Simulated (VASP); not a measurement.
# Cu (Fm-3m) in VASP: a series of runs

The runs below take Cu through relaxation of cell and atoms, with PBE.

All numbers are computed with VASP 6.6.1; they aren't measurements. Logs are shortened: lines on timing, memory, paths and dates and some standing lists are left out, and cuts for length are marked.

### Step 1. The cell of the first run

Symmetry: Fm-3m, No. 225, cubic system. Conventional cell: a = 3.629 Å, b = 3.629 Å, c = 3.629 Å, α = 90.00°, β = 90.00°, γ = 90.00°. Within 3.4 Å of Cu (site symmetry m-3m) lie 12 Cu at 2.57 Å.

### Step 2. Relaxation of cell and atoms, PBE

File INCAR:

```
SYSTEM = Cu
PREC = Accurate
ENCUT = 600
EDIFF = 1E-7
ISMEAR = -1
SIGMA = 0.15
LREAL = .FALSE.
LASPH = .TRUE.
NELM = 100
ALGO = Fast
ISIF = 3
LWAVE = .FALSE.
LCHARG = .FALSE.
GGA = PE
IBRION = 2
NSW = 80
EDIFFG = -0.001
```

File KPOINTS:

```
Automatic mesh
0
G
  16 16 16
  0 0 0
```

File POSCAR:

```
Cu
1.0
    0.0000000000      1.8147129764      1.8147129764
    1.8147129764      0.0000000000      1.8147129764
    1.8147129764      1.8147129764      0.0000000000
Cu
1
Direct
    0.0000000000      0.0000000000      0.0000000000
```

Potentials or basis: VASP PAW PBE potentials, release 64 (Cu).

The run is started by

```bash
$ cat potpaw_PBE.64/Cu/POTCAR > POTCAR
$ mpirun -np 1 vasp_std > vasp.out
```

OUTCAR:

```text
SYSTEM = Cu
   PREC = Accurate
   ENCUT = 600
   EDIFF = 1E-7
   ISMEAR = -1
   LREAL = .FALSE.
   LASPH = .TRUE.
   NELM = 100
   ISIF = 3
   GGA = PE
   IBRION = 2
   NSW = 80
   EDIFFG = -0.001

 ion  position               nearest neighbor table
   1  0.000  0.000  0.000-

  LATTYP: Found a face centered cubic cell.
 ALAT       =     3.6294259528

  Lattice vectors:

 A1 = (   0.0000000000,   1.8147129764,   1.8147129764)
 A2 = (   1.8147129764,   0.0000000000,   1.8147129764)
 A3 = (   1.8147129764,   1.8147129764,   0.0000000000)

Analysis of symmetry for initial positions (statically):
=====================================================================
 Subroutine PRICEL returns:
 Original cell was already a primitive cell.

 Routine SETGRP: Setting up the symmetry group for a
 face centered cubic supercell.

 Subroutine GETGRP returns: Found 48 space group operations
 (whereof 48 operations were pure point group operations)
 out of a pool of 48 trial point group operations.

The static configuration has the point symmetry O_h .

Analysis of symmetry for dynamics (positions and initial velocities):
=====================================================================
 Subroutine PRICEL returns:
 Original cell was already a primitive cell.

 Routine SETGRP: Setting up the symmetry group for a
 face centered cubic supercell.

 Subroutine GETGRP returns: Found 48 space group operations
 (whereof 48 operations were pure point group operations)
 out of a pool of 48 trial point group operations.

The dynamic configuration has the point symmetry O_h .

 Subroutine INISYM returns: Found 48 space group operations
 (whereof 48 operations are pure point group operations),
 and found     1 'primitive' translations

----------------------------------------------------------------------------------------

                                     Primitive cell

  volume of cell :      11.9524

  direct lattice vectors                    reciprocal lattice vectors
     0.000000000  1.814712976  1.814712976    -0.275525665  0.275525665  0.275525665
     1.814712976  0.000000000  1.814712976     0.275525665 -0.275525665  0.275525665
     1.814712976  1.814712976  0.000000000     0.275525665  0.275525665 -0.275525665

  length of vectors
     2.566391703  2.566391703  2.566391703     0.477224451  0.477224451  0.477224451

  position of ions in fractional coordinates (direct lattice)
     0.000000000  0.000000000  0.000000000

  ion indices of the primitive-cell ions
   primitive index   ion index
                 1           1

----------------------------------------------------------------------------------------

 KPOINTS: Automatic mesh

Automatic generation of k-mesh.
 Grid dimensions read from file:
 generate k-points for:   16   16   16

 Generating k-lattice:

  Cartesian coordinates                     Fractional coordinates (reciprocal lattice)
    -0.017220354  0.017220354  0.017220354     0.062500000  0.000000000  0.000000000
     0.017220354 -0.017220354  0.017220354     0.000000000  0.062500000  0.000000000
     0.017220354  0.017220354 -0.017220354     0.000000000  0.000000000  0.062500000

  Length of vectors
     0.029826528  0.029826528  0.029826528

  Shift w.r.t. Gamma in fractional coordinates (k-lattice)
     0.000000000  0.000000000  0.000000000

 Subroutine IBZKPT returns following result:
 ===========================================

 Found    145 irreducible k-points:

 Following reciprocal coordinates:
            Coordinates               Weight
  0.000000  0.000000  0.000000      1.000000
  0.062500  0.000000  0.000000      8.000000
  0.125000  0.000000  0.000000      8.000000
  0.187500  0.000000  0.000000      8.000000
  0.250000  0.000000  0.000000      8.000000
  0.312500  0.000000  0.000000      8.000000
[... 16 lines left out ...]
 -0.125000  0.062500  0.000000     24.000000
 -0.062500  0.062500  0.000000     12.000000
 [... further k-points ...]
   k-points           NKPTS =    145   k-points in BZ     NKDIM =    145   number of bands    NBANDS=      9
   number of dos      NEDOS =    301   number of ions     NIONS =      1
   total plane-waves  NPLWV =  13824
   dimension x,y,z NGX =    24 NGY =   24 NGZ =   24
   dimension x,y,z NGXF=    48 NGYF=   48 NGZF=   48
   ions per type =               1
   NGX,Y,Z   is equivalent  to a cutoff of  15.55, 15.55, 15.55 a.u.
   NGXF,Y,Z  is equivalent  to a cutoff of  31.09, 31.09, 31.09 a.u.
 SYSTEM =  Cu
   PREC   = accura    normal or accurate (medium, high low for compatibility)
   ISTART =      0    job   : 0-new  1-cont  2-samecut
   ICHARG =      2    charge: 1-file 2-atom 10-const
   ISPIN  =      1    spin polarized calculation?
   LNONCOLLINEAR =      F non collinear calculations
   LSORBIT =      F    spin-orbit coupling
   LASPH  =      T    aspherical Exc in radial PAW
   ENCUT  =  600.0 eV  44.10 Ry    6.64 a.u.   5.13  5.13  5.13*2*pi/ulx,y,z
   NELM   =    100;   NELMIN=  2; NELMDL= -5     # of ELM steps
   EDIFF  = 0.1E-06   stopping-criterion for ELM
   LREAL  =      F    real-space projection
   EDIFFG = -.1E-02   stopping-criterion for IOM
   NSW    =     80    number of steps for IOM
   IBRION =      2    ionic relax: 0-MD 1-quasi-New 2-CG
   NFREE  =      1    steps in history (QN), initial steepest desc. (CG)
   ISIF   =      3    stress and relaxation
   ISYM   =      2    0-nonsym 1-usesym 2-fastsym
   POTIM  = 0.5000    time-step for ionic-motion
   TEBEG  =    0.0;   TEEND  =   0.0 temperature during run
   PSTRESS=    0.0 pullay stress
   NELECT =      11.0000    total number of electrons
   NUPDOWN=      -1.0000    fix difference up-down
   EMIN   =  10.00;   EMAX   =-10.00  energy-range for DOS
   EFERMI =   0.00;   METHOD = LEGACY
   ISMEAR =    -1;   SIGMA  =   0.15  broadening in eV -4-tet -1-fermi 0-gaus
   EFERMI_NEDOS =   21; number of points for ismear=-14 and -15
   IALGO  =     68    algorithm
   IMIX   =      4    mixing-type and parameters
     AMIX     =   0.40;   BMIX     =  1.00
     AMIX_MAG =   1.60;   BMIX_MAG =  1.00
  volume/ion in A,a.u.               =      11.95        80.66
  Fermi-wavevector in a.u.,A,eV,Ry     =   1.592408  3.009215 34.501169  2.535764
  Thomas-Fermi vector in A             =   2.690798
   LORBIT       =      0    0 simple, 1 ext, 2 COOP (PROOUT), +10 PAW based schemes
   GGA     = PE    functional components
   LHFCALC =     F    Hartree Fock is set to
   AEXX    =    0.0000 exact exchange contribution
   IVDW    =     0    specifies the selected vdW correction
   LEPSILON=     F    determine dielectric tensor
   LRPA    =     F    only Hartree local field effects (RPA)
 conjugate gradient relaxation of ions
 non-spin polarized calculation
 RMM-DIIS sequential band-by-band and
  energy-cutoff  :      600.00
  volume of cell :       11.95
 maximum number of plane-waves:       415
 NGX is ok and might be reduce to    24
   NGX = 11   NGY = 11   NGZ = 11

--------------------------------------- Ionic step        1  -------------------------------------------

 number of electron      10.9999998 magnetization

 Free energy of the ion-electron system (eV)
  ---------------------------------------------------
  ext. energy  EPLUGINS =         0.00000000
  ---------------------------------------------------
  free energy    TOTEN  =        -3.73938138 eV

  energy without entropy =       -3.71692986  energy(sigma->0) =       -3.72815562

------------------------ aborting loop because EDIFF is reached ----------------------------------------

  FORCE on cell =-STRESS in cart. coord.  units (eV):
  Direction    XX          YY          ZZ          XY          YZ          ZX
  --------------------------------------------------------------------------------------
  -------------------------------------------------------------------------------------
  Total        0.0677232      0.0677232      0.0677232      0.0000000      0.0000000     -0.0000000
  in kB        9.0780905      9.0780905      9.0780905      0.0000000      0.0000000     -0.0000000
  external PRESSURE =       9.0780905 kB  Pullay stress =       0.0000000 kB

 VOLUME and BASIS-vectors are now :
 -----------------------------------------------------------------------------
  energy-cutoff  :      600.00
  volume of cell :       11.95
      direct lattice vectors                 reciprocal lattice vectors
     0.000000000  1.814712976  1.814712976    -0.275525665  0.275525665  0.275525665
     1.814712976  0.000000000  1.814712976     0.275525665 -0.275525665  0.275525665
     1.814712976  1.814712976  0.000000000     0.275525665  0.275525665 -0.275525665
[... 141 lines left out ...]
 POSITION                                       TOTAL-FORCE (eV/Angst)
 -----------------------------------------------------------------------------------
      0.00000      0.00000      0.00000         0.000000      0.000000     -0.000000
 -----------------------------------------------------------------------------------
    total drift:                               -0.000000      0.000000     -0.000000

  FREE ENERGIE OF THE ION-ELECTRON SYSTEM (eV)
  ---------------------------------------------------
  free  energy   TOTEN  =        -3.7395191123 eV

  energy  without entropy=       -3.7170236982  energy(sigma->0) =       -3.72827141

--------------------------------------- Ionic step        6  -------------------------------------------

 number of electron      10.9999998 magnetization

 Free energy of the ion-electron system (eV)
  ---------------------------------------------------
  ext. energy  EPLUGINS =         0.00000000
  ---------------------------------------------------
  free energy    TOTEN  =        -3.73951892 eV

  energy without entropy =       -3.71702118  energy(sigma->0) =       -3.72827005

 E-fermi :   7.3688     XC(G=0): -12.6263

 val. band max:        7.3228550088   @ k =   0.5000   0.1875   0.0625
 cond. band min:       7.3710948436   @ k =   0.5000   0.3125   0.1250
 fundamental gap:      0.0482398348
 Fermi energy:         7.3688032116

 k-point     1 :       0.0000    0.0000    0.0000
  band No.  band energies     occupation
      1      -1.8475      2.00000
      2       4.3950      2.00000
      3       4.3950      2.00000
      4       4.3950      2.00000
      5       5.1949      2.00000
      6       5.1949      2.00000
      7      29.8283      0.00000
      8      32.3385      0.00000
      9      32.3385      0.00000

 k-point     2 :       0.0625    0.0000    0.0000
  band No.  band energies     occupation
      1      -1.7069      2.00000
      2       4.3658      2.00000
      3       4.4212      2.00000
      4       4.4212      2.00000
      5       5.1846      2.00000
      6       5.1846      2.00000
      7      28.9263      0.00000
      8      30.8835      0.00000
      9      31.8959      0.00000
[... 253 lines left out ...]
 k-point    24 :      -0.0625    0.0625    0.0000
  band No.  band energies     occupation
      1      -1.4746      2.00000
      2       4.3121      2.00000
      3       4.4590      2.00000
      4       4.4721      2.00000
      5       5.1338      2.00000
      6       5.2080      2.00000
      7      27.8277      0.00000
      8      28.8673      0.00000
      9      31.4686      0.00000

 [... further k-points ...]
[... 5 lines left out ...]
  --------------------------------------------------------------------------------------
  -------------------------------------------------------------------------------------
  Total        0.0003064      0.0003064      0.0003064      0.0000000      0.0000000      0.0000000
  in kB        0.0408544      0.0408544      0.0408544      0.0000000      0.0000000      0.0000000
  external PRESSURE =       0.0408544 kB  Pullay stress =       0.0000000 kB

 VOLUME and BASIS-vectors are now :
 -----------------------------------------------------------------------------
  energy-cutoff  :      600.00
  volume of cell :       12.02
      direct lattice vectors                 reciprocal lattice vectors
     0.000000000  1.817950890  1.817950890    -0.275034932  0.275034932  0.275034932
     1.817950890  0.000000000  1.817950890     0.275034932 -0.275034932  0.275034932
     1.817950890  1.817950890  0.000000000     0.275034932  0.275034932 -0.275034932

 POSITION                                       TOTAL-FORCE (eV/Angst)
 -----------------------------------------------------------------------------------
      1.81795      0.00000      1.81795         0.000000     -0.000000      0.000000
 -----------------------------------------------------------------------------------
    total drift:                                0.000000     -0.000000      0.000000

  FREE ENERGIE OF THE ION-ELECTRON SYSTEM (eV)
  ---------------------------------------------------
  free  energy   TOTEN  =        -3.7395189157 eV

  energy  without entropy=       -3.7170211803  energy(sigma->0) =       -3.72827005

 reached required accuracy - stopping structural energy minimisation
```

Wall time 30 s (1 thread of Intel Xeon 6975P-C (Granite Rapids), shared host); peak memory 0.15 GiB.

Results:

| Item | Value |
| --- | --- |
| Free energy | -3.7395 eV |
| Relaxed volume | 12.02 Å³/atom |
| Relaxed cell | a = 2.571 Å, b = 2.571 Å, c = 2.571 Å, α = 60.00°, β = 60.00°, γ = 60.00° |
| Space group after relaxing (to 0.05 Å) | Fm-3m (No. 225) |
| Energy gained by relaxing | 0.1 meV/atom |
| Ionic steps | 6 |
| Pressure after relaxing | 0.0 GPa |

The path:
```csv
step,energy change (eV),largest force (eV/Å),pressure (GPa),volume (Å³)
1,0.0000,0.0000,0.91,11.95
2,0.0000,0.0000,-0.80,12.07
3,-0.0001,0.0000,0.07,12.01
4,-0.0001,0.0000,-0.16,12.02
5,-0.0001,0.0000,0.12,12.01
6,-0.0001,0.0000,0.00,12.02
```

Final structure:
```xyz
1
Lattice="0.0000 1.8180 1.8180 1.8180 0.0000 1.8180 1.8180 1.8180 0.0000" Properties=species:S:1:pos:R:3 pbc="T T T"
Cu    1.8180    0.0000    1.8180
```

PBE usually gives volumes a little too large and moduli too small. Zero-point motion and thermal expansion aren't in these numbers.

### Step 3. Relaxation of cell and atoms, PBE

This run uses another cell than the first one, of 12.16 Å³/atom, 1.017 times its volume.

File INCAR:

```
SYSTEM = Cu
PREC = Accurate ; ENCUT = 600
EDIFF = 1E-7 ; ISMEAR = 0
SIGMA = 0.1 ; LREAL = .FALSE.
LASPH = .TRUE. ; NELM = 80
ALGO = Normal ; ISIF = 3
LWAVE = .FALSE. ; LCHARG = .FALSE.
GGA = PE ; IBRION = 2
NSW = 100 ; EDIFFG = -0.002
```

KPOINTS is that of step 2.

File POSCAR:

```
Cu
1.0
    0.0000000000      1.8250000000      1.8250000000
    1.8250000000      0.0000000000      1.8250000000
    1.8250000000      1.8250000000      0.0000000000
Cu
1
Direct
    0.0000000000      0.0000000000      0.0000000000
```

Potentials or basis: VASP PAW PBE potentials, release 64 (Cu).

The run is started by

```bash
$ cat potpaw_PBE.64/Cu/POTCAR > POTCAR
$ mpirun -np 1 vasp_std > vasp.out
```

OUTCAR:

```text
SYSTEM = Cu
   PREC = Accurate
   ENCUT = 600
   EDIFF = 1E-7
   ISMEAR = 0
   LREAL = .FALSE.
   LASPH = .TRUE.
   NELM = 80
   ISIF = 3
   GGA = PE
   IBRION = 2
   NSW = 100
   EDIFFG = -0.002

 ion  position               nearest neighbor table
   1  0.000  0.000  0.000-

  LATTYP: Found a face centered cubic cell.
 ALAT       =     3.6500000000

  Lattice vectors:

 A1 = (   0.0000000000,   1.8250000000,   1.8250000000)
 A2 = (   1.8250000000,   0.0000000000,   1.8250000000)
 A3 = (   1.8250000000,   1.8250000000,   0.0000000000)

Analysis of symmetry for initial positions (statically):
=====================================================================
 Subroutine PRICEL returns:
 Original cell was already a primitive cell.

 Routine SETGRP: Setting up the symmetry group for a
 face centered cubic supercell.

 Subroutine GETGRP returns: Found 48 space group operations
 (whereof 48 operations were pure point group operations)
 out of a pool of 48 trial point group operations.

[... 168 lines left out ...]
  --------------------------------------------------------------------------------------
  -------------------------------------------------------------------------------------
  Total       -0.1210103     -0.1210103     -0.1210103     -0.0000000     -0.0000000      0.0000000
  in kB      -15.9483009    -15.9483009    -15.9483009     -0.0000000     -0.0000000      0.0000000
  external PRESSURE =     -15.9483009 kB  Pullay stress =       0.0000000 kB
[... 57 lines left out ...]
--------------------------------------- Ionic step        3  -------------------------------------------

 number of electron      10.9999998 magnetization

 Free energy of the ion-electron system (eV)
  ---------------------------------------------------
  ext. energy  EPLUGINS =         0.00000000
  ---------------------------------------------------
  free energy    TOTEN  =        -3.72905849 eV

  energy without entropy =       -3.72741040  energy(sigma->0) =       -3.72823444

 E-fermi :   7.3373     XC(G=0): -12.6283

 val. band max:        7.3329771574   @ k =   0.5000   0.1875   0.0625
 cond. band min:       7.3817606141   @ k =   0.5000   0.3125   0.1250
 fundamental gap:      0.0487834567
 Fermi energy:         7.3373413586

 k-point     1 :       0.0000    0.0000    0.0000
  band No.  band energies     occupation
      1      -1.8447      2.00000
      2       4.4058      2.00000
      3       4.4058      2.00000
      4       4.4058      2.00000
      5       5.2066      2.00000
      6       5.2066      2.00000
      7      29.8385      0.00000
      8      32.3532      0.00000
      9      32.3532      0.00000
[... 265 lines left out ...]
 k-point    24 :      -0.0625    0.0625    0.0000
  band No.  band energies     occupation
      1      -1.4717      2.00000
      2       4.3227      2.00000
      3       4.4699      2.00000
      4       4.4830      2.00000
      5       5.1455      2.00000
      6       5.2197      2.00000
      7      27.8402      0.00000
      8      28.8812      0.00000
      9      31.4816      0.00000

 [... further k-points ...]
[... 5 lines left out ...]
  --------------------------------------------------------------------------------------
  -------------------------------------------------------------------------------------
  Total        0.0007538      0.0007538      0.0007538     -0.0000000     -0.0000000      0.0000000
  in kB        0.1005550      0.1005550      0.1005550     -0.0000000     -0.0000000      0.0000000
  external PRESSURE =       0.1005550 kB  Pullay stress =       0.0000000 kB
[... 16 lines left out ...]
  FREE ENERGIE OF THE ION-ELECTRON SYSTEM (eV)
  ---------------------------------------------------
  free  energy   TOTEN  =        -3.7290584868 eV

  energy  without entropy=       -3.7274104026  energy(sigma->0) =       -3.72823444

 reached required accuracy - stopping structural energy minimisation
```

CONTCAR:

```text
Cu
   1.00000000000000
    -0.0000000000000000    1.8176439035020626    1.8176439035020626
     1.8176439035020626   -0.0000000000000000    1.8176439035020626
     1.8176439035020626    1.8176439035020626   -0.0000000000000000
  Cu
     1
Direct
     0.0000000000000000    0.0000000000000000    0.0000000000000000

  0.00000000E+00  0.00000000E+00  0.00000000E+00
```

Run time: 15 s. Hardware: 1 thread of Intel Xeon 6975P-C (Granite Rapids), shared host; peak memory 0.16 GiB.

What came out:

| Quantity | Value |
| --- | --- |
| Free energy | -3.7291 eV |
| Relaxed volume | 12.01 Å³/atom |
| Relaxed cell | a = 2.571 Å, b = 2.571 Å, c = 2.571 Å, α = 60.00°, β = 60.00°, γ = 60.00° |
| Space group after relaxing (to 0.05 Å) | Fm-3m (No. 225) |
| Energy gained by relaxing | 0.7 meV/atom |
| Ionic steps | 3 |
| Pressure after relaxing | 0.0 GPa |

Step by step:
| step | energy change (eV) | largest force (eV/Å) | pressure (GPa) | volume (Å³) |
| --- | --- | --- | --- | --- |
| 1 | 0.0000 | 0.0000 | -1.59 | 12.16 |
| 2 | -0.0006 | 0.0000 | 0.77 | 11.95 |
| 3 | -0.0007 | 0.0000 | 0.01 | 12.01 |

Final structure:
```yaml
crystal:
  lattice:
    - [0.00000, 1.81764, 1.81764]
    - [1.81764, 0.00000, 1.81764]
    - [1.81764, 1.81764, 0.00000]
  atoms:
    - { symbol: Cu, position: [0.00000, 0.00000, 0.00000] }
```
